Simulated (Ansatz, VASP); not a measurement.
## One calculation of MgZr2O2, two programs

```
CELL_PARAMETERS angstrom
-2.91931 2.91931 3.98762
2.91931 -2.91931 3.98762
2.91931 2.91931 -3.98762
ATOMIC_POSITIONS crystal
Mg 0.50000 0.50000 0.00000
Zr 0.50000 0.00000 0.50000
Zr 0.00000 0.50000 0.50000
O 0.75000 0.25000 0.50000
O 0.25000 0.75000 0.50000
```

Alike in both runs: functional PBE; k mesh 10 × 10 × 10; occupations gaussian, width 0.1 eV; no spin polarisation.

Ansatz relaxed the structure, and its values are those at the end. VASP's run is a single point on that final structure, the one shown.

```csv
,VASP,Ansatz
version,VASP 6.6.1,Ansatz 0.2.0
potentials or method,"VASP PAW PBE potentials, release 64 (Mg, Zr_sv, O), cutoff 520 eV","scalar-relativistic, plane waves, PAW"
valence electrons in the cell,38,46
```

Ansatz gave:

```
gap on the k mesh at the Fermi level (eV) : none
pressure (GPa)                            : 0.0
```

Question: Which values does VASP return?

Answer: gap on the k mesh at the Fermi level (eV): none; pressure (GPa): 0.1.

A gap of «none» marks a metal or a gap that the smearing closes. VASP's potentials hold 38 valence electrons a cell and Ansatz's 46, so a difference there can come from the potentials and not from the codes.
